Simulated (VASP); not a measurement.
Runs of VASP 6.6.1 on Sb. The structure is that of space group P4/mmm (No. 123), or close to it. The cells are those of the table. 

| task | cell | k mesh | cutoff (eV) | gap on the mesh (eV) | pressure (GPa) | relaxed volume (Å³/atom) |
| --- | --- | --- | --- | --- | --- | --- |
| relaxation of cell and atoms | relaxed from a = 2.989, b = 2.989, c = 3.987 Å, 1 atom | 6 × 6 × 4 | 600 | none | 0.0 | (a) |
| single point | a = 2.989, b = 2.989, c = 3.987 Å, 1 atom | 6 × 6 × 4 | 520 | none | -0.6 | - |
| single point | a = 3.031, b = 3.031, c = 3.287 Å, 1 atom | 6 × 6 × 4 | 520 | none | 0.0 | - |
| relaxation of cell and atoms | relaxed from a = 3.031, b = 3.031, c = 3.287 Å, 1 atom | 6 × 6 × 6 | 600 | none | -0.2 | 30.54 |

Alike in all rows: level PBE; potentials or basis VASP PAW PBE potentials, release 64 (Sb); no spin polarisation; smearing gaussian 0.1 eV.

**Question.** Estimate the missing entries.

**Answer.** (a) 30.22.

Caveats: some runs use coarse meshes; spin-orbit coupling is left out, which moves the levels of the heavy elements; the volume moved by over 15 % at a fixed basis, so the end points are rough (some runs).

A k mesh can miss the band edges, and the runs leave out spin-orbit coupling on Sb.

A gap of «none» marks levels without a gap at the run's occupations.
